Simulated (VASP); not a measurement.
# BAs (F-43m) in VASP: further runs

Aim: see how the results for BAs move with the level of theory and the settings. Levels: PBE, HSE06. Tasks: single point.

Everything below comes from runs of VASP 6.6.1. Logs are shortened: lines on timing, memory, paths and dates and some standing lists are left out, and cuts for length are marked.

## Step 1: The cell of the first run

Symmetry: F-43m, No. 216, cubic system. Conventional cell: a = 4.705 Å, b = 4.705 Å, c = 4.705 Å, α = 90.00°, β = 90.00°, γ = 90.00°. B (site symmetry -43m) has 4 As at 2.04 Å within 2.7 Å. Within 2.7 Å of As (site symmetry -43m) lie 4 B at 2.04 Å.

## Step 2: Single point, PBE (strain -1.6%)

Contents of INCAR:

```
PREC = Accurate ; ENCUT = 520
EDIFF = 1E-6 ; ISMEAR = -1
SIGMA = 0.02 ; LREAL = F
LASPH = T ; NELM = 80
ALGO = Normal ; ISIF = 2
LWAVE = F ; LCHARG = F
GGA = PE ; NBANDS = 11
```

Contents of KPOINTS:

```
Automatic mesh
0
Gamma
  10 10 10
```

Contents of POSCAR:

```
BAs
1.0
    0.0000000000      2.3526409750      2.3526409750
    2.3526409750      0.0000000000      2.3526409750
    2.3526409750      2.3526409750      0.0000000000
B As
1 1
Direct
    0.0000000000      0.0000000000      0.0000000000
    0.2500000000      0.2500000000      0.2500000000
```

Potentials or basis: VASP PAW PBE potentials, release 64 (B, As).

Launch:

```sh
$ cat potpaw_PBE.64/B/POTCAR potpaw_PBE.64/As/POTCAR > POTCAR
$ mpirun -np 1 vasp_std > vasp.out
```

OUTCAR:

```text
PREC = Accurate
   ENCUT = 520
   EDIFF = 1E-6
   ISMEAR = -1
   LREAL = F
   LASPH = T
   NELM = 80
   ISIF = 2
   GGA = PE

 ion  position               nearest neighbor table
   1  0.000  0.000  0.000-   2 2.04   2 2.04   2 2.04   2 2.04
   2  0.250  0.250  0.250-   1 2.04   1 2.04   1 2.04   1 2.04

  LATTYP: Found a face centered cubic cell.
 ALAT       =     4.7052819500

  Lattice vectors:

 A1 = (   0.0000000000,   2.3526409750,   2.3526409750)
 A2 = (   2.3526409750,   0.0000000000,   2.3526409750)
 A3 = (   2.3526409750,   2.3526409750,   0.0000000000)

Analysis of symmetry for initial positions (statically):
=====================================================================
 Subroutine PRICEL returns:
 Original cell was already a primitive cell.

 Routine SETGRP: Setting up the symmetry group for a
 face centered cubic supercell.

 Subroutine GETGRP returns: Found 24 space group operations
 (whereof 24 operations were pure point group operations)
 out of a pool of 48 trial point group operations.

The static configuration has the point symmetry T_d .

Analysis of symmetry for dynamics (positions and initial velocities):
=====================================================================
 Subroutine PRICEL returns:
 Original cell was already a primitive cell.

 Routine SETGRP: Setting up the symmetry group for a
 face centered cubic supercell.

 Subroutine GETGRP returns: Found 24 space group operations
 (whereof 24 operations were pure point group operations)
 out of a pool of 48 trial point group operations.

The dynamic configuration has the point symmetry T_d .

 Subroutine INISYM returns: Found 24 space group operations
 (whereof 24 operations are pure point group operations),
 and found     1 'primitive' translations

----------------------------------------------------------------------------------------

                                     Primitive cell

  volume of cell :      26.0434

  direct lattice vectors                    reciprocal lattice vectors
     0.000000000  2.352640975  2.352640975    -0.212527115  0.212527115  0.212527115
     2.352640975  0.000000000  2.352640975     0.212527115 -0.212527115  0.212527115
     2.352640975  2.352640975  0.000000000     0.212527115  0.212527115 -0.212527115
[... 87 lines left out ...]
   NSW    =      0    number of steps for IOM
   IBRION =     -1    ionic relax: 0-MD 1-quasi-New 2-CG
   NFREE  =      0    steps in history (QN), initial steepest desc. (CG)
   ISIF   =      2    stress and relaxation
   ISYM   =      2    0-nonsym 1-usesym 2-fastsym
   POTIM  = 0.5000    time-step for ionic-motion
   TEBEG  =    0.0;   TEEND  =   0.0 temperature during run
   PSTRESS=    0.0 pullay stress
   NELECT =       8.0000    total number of electrons
   NUPDOWN=      -1.0000    fix difference up-down
   EMIN   =  10.00;   EMAX   =-10.00  energy-range for DOS
   EFERMI =   0.00;   METHOD = LEGACY
   ISMEAR =    -1;   SIGMA  =   0.02  broadening in eV -4-tet -1-fermi 0-gaus
   EFERMI_NEDOS =   21; number of points for ismear=-14 and -15
   IALGO  =     38    algorithm
   IMIX   =      4    mixing-type and parameters
     AMIX     =   0.40;   BMIX     =  1.00
     AMIX_MAG =   1.60;   BMIX_MAG =  1.00
  volume/ion in A,a.u.               =      13.02        87.87
  Fermi-wavevector in a.u.,A,eV,Ry     =   1.104602  2.087395 16.601089  1.220146
  Thomas-Fermi vector in A             =   2.241077
   LORBIT       =      0    0 simple, 1 ext, 2 COOP (PROOUT), +10 PAW based schemes
   GGA     = PE    functional components
   LHFCALC =     F    Hartree Fock is set to
   AEXX    =    0.0000 exact exchange contribution
   IVDW    =     0    specifies the selected vdW correction
   LEPSILON=     F    determine dielectric tensor
   LRPA    =     F    only Hartree local field effects (RPA)
 non-spin polarized calculation
  energy-cutoff  :      520.00
  volume of cell :       26.04
 maximum number of plane-waves:       725
 NGX is ok and might be reduce to    28
   NGX = 13   NGY = 13   NGZ = 13

 number of electron       8.0000000 magnetization

 Free energy of the ion-electron system (eV)
  ---------------------------------------------------
  ext. energy  EPLUGINS =         0.00000000
  ---------------------------------------------------
  free energy    TOTEN  =       -11.35388006 eV

  energy without entropy =      -11.35388006  energy(sigma->0) =      -11.35388006

 E-fermi :   7.0823     XC(G=0): -10.7820

 val. band max:        6.6368929049   @ k =   0.0000   0.0000   0.0000
 cond. band min:       7.7644028865   @ k =   0.4000   0.4000   0.0000
 fundamental gap:      1.1275099816
 Fermi energy:         7.0823454165

 k-point     1 :       0.0000    0.0000    0.0000
  band No.  band energies     occupation
      1      -9.1871      2.00000
      2       6.6369      2.00000
      3       6.6369      2.00000
      4       6.6369      2.00000
      5       9.9721      0.00000
      6       9.9721      0.00000
      7       9.9721      0.00000
      8      11.9085      0.00000
      9      16.4470      0.00000
     10      19.7736      0.00000
     11      19.7736      0.00000
[... 309 lines left out ...]
 k-point    24 :       0.4000    0.3000    0.0000
  band No.  band energies     occupation
      1      -6.4177      2.00000
      2       0.0552      2.00000
      3       2.4686      2.00000
      4       2.9830      2.00000
      5       8.3081      0.00000
      6      10.0432      0.00000
      7      15.8029      0.00000
      8      16.0064      0.00000
      9      19.0924      0.00000
     10      22.8090      0.00000
     11      23.0493      0.00000

 [... further k-points ...]

------------------------ aborting loop because EDIFF is reached ----------------------------------------

  FORCE on cell =-STRESS in cart. coord.  units (eV):
  Direction    XX          YY          ZZ          XY          YZ          ZX
  --------------------------------------------------------------------------------------
  -------------------------------------------------------------------------------------
  Total        1.7362396      1.7362396      1.7362396      0.0000000      0.0000000      0.0000000
  in kB      106.8127943    106.8127943    106.8127943      0.0000000      0.0000000      0.0000000
  external PRESSURE =     106.8127943 kB  Pullay stress =       0.0000000 kB

 VOLUME and BASIS-vectors are now :
 -----------------------------------------------------------------------------
  energy-cutoff  :      520.00
  volume of cell :       26.04
      direct lattice vectors                 reciprocal lattice vectors
     0.000000000  2.352640975  2.352640975    -0.212527115  0.212527115  0.212527115
     2.352640975  0.000000000  2.352640975     0.212527115 -0.212527115  0.212527115
     2.352640975  2.352640975  0.000000000     0.212527115  0.212527115 -0.212527115

 POSITION                                       TOTAL-FORCE (eV/Angst)
 -----------------------------------------------------------------------------------
      0.00000      0.00000      0.00000         0.000000      0.000000     -0.000000
      1.17632      1.17632      1.17632        -0.000000     -0.000000      0.000000
 -----------------------------------------------------------------------------------
    total drift:                               -0.000000     -0.000000     -0.000000

  FREE ENERGIE OF THE ION-ELECTRON SYSTEM (eV)
  ---------------------------------------------------
  free  energy   TOTEN  =       -11.3538800625 eV

  energy  without entropy=      -11.3538800625  energy(sigma->0) =      -11.35388006
```

stdout:

```text
POSCAR found type information on POSCAR B As
 POSCAR found :  2 types and       2 ions
 scaLAPACK will be used
 LDA part: xc-table for (Slater+PW92), standard interpolation
 POSCAR, INCAR and KPOINTS ok, starting setup
 FFT: planning ... GRIDC
 FFT: planning ... GRID_SOFT
 FFT: planning ... GRID
 WAVECAR not read
 entering main loop
```

It took 29 s on 1 thread of Intel Xeon 8259CL, shared host; peak memory 0.16 GiB.

Results:

```
Free energy            : -11.3539 eV
Pressure               : 10.7 GPa
Band gap on the k mesh : 1.13 eV (least direct gap 3.34 eV)
```

Levels at points of the mesh, in eV from the valence-band top:
```tsv
k point	band 1	band 2	band 3	band 4	band 5	band 6	band 7	band 8
(0.00, 0.00, 0.00)	-15.82	0.00	0.00	0.00	3.34	3.34	3.34	5.27
(0.50, 0.00, 0.00)	-12.78	-9.13	-1.90	-1.90	2.96	4.83	4.83	8.95
(0.50, 0.50, 0.00)	-11.39	-8.79	-4.27	-4.27	1.37	1.40	11.81	11.81
```

Caveat: the cell differs from its parent crystal (strain -1.6%); the cell stands under pressure. A k mesh can miss the band edges.

## Step 3: Single point, HSE06 (strain -1.6%)

POSCAR is that of step 2.

Contents of INCAR.step1:

```
  PREC = Accurate
  ENCUT = 520
  EDIFF = 1E-5
  ISMEAR = 0
  SIGMA = 0.01
  LREAL = False
  LASPH = True
  NELM = 80
  ALGO = Normal
  ISIF = 2
  LWAVE = True
  LCHARG = False
  GGA = PE
  NBANDS = 11
```

Contents of INCAR.step2:

```
  PREC = Accurate
  ENCUT = 520
  EDIFF = 1E-6
  ISMEAR = 0
  SIGMA = 0.01
  LREAL = False
  LASPH = True
  NELM = 80
  ALGO = Normal
  ISIF = 2
  LWAVE = False
  LCHARG = False
  GGA = PE
  LHFCALC = True
  HFSCREEN = 0.2079
  PRECFOCK = Normal
  ISTART = 1
  NBANDS = 11
```

Contents of KPOINTS:

```
Automatic mesh
0
Gamma
  6 6 6
```

Potentials or basis: VASP PAW PBE potentials, release 64 (B, As).

Launch:

```sh
$ cat potpaw_PBE.64/B/POTCAR potpaw_PBE.64/As/POTCAR > POTCAR
$ cp INCAR.step1 INCAR
$ mpirun -np 1 vasp_std > vasp.out
$ cp INCAR.step2 INCAR
$ mpirun -np 1 vasp_std > vasp.out
```

It took 15 min on 1 thread of Intel Xeon 8259CL, shared host; peak memory 0.27 GiB.

It converged, with:

| Property | Result |
| --- | --- |
| Free energy | -13.2202 eV |
| Pressure | 6.7 GPa |
| Band gap on the k mesh | 1.91 eV (least direct gap 4.18 eV) |

Levels at points of the mesh, in eV from the valence-band top:
| k point | band 1 | band 2 | band 3 | band 4 | band 5 | band 6 | band 7 | band 8 |
| --- | --- | --- | --- | --- | --- | --- | --- | --- |
| (0.00, 0.00, 0.00) | -17.41 | 0.00 | 0.00 | 0.00 | 4.18 | 4.18 | 4.18 | 6.51 |
| (0.50, 0.00, 0.00) | -14.03 | -10.06 | -2.07 | -2.07 | 3.86 | 5.75 | 5.75 | 10.10 |
| (0.50, 0.50, 0.00) | -12.45 | -9.76 | -4.67 | -4.67 | 2.02 | 2.11 | 13.40 | 13.40 |

Caveat: the cell differs from its parent crystal (strain -1.6%); the cell stands under pressure; the PAW data sets were made with another functional, which shifts forces and pressure a little.
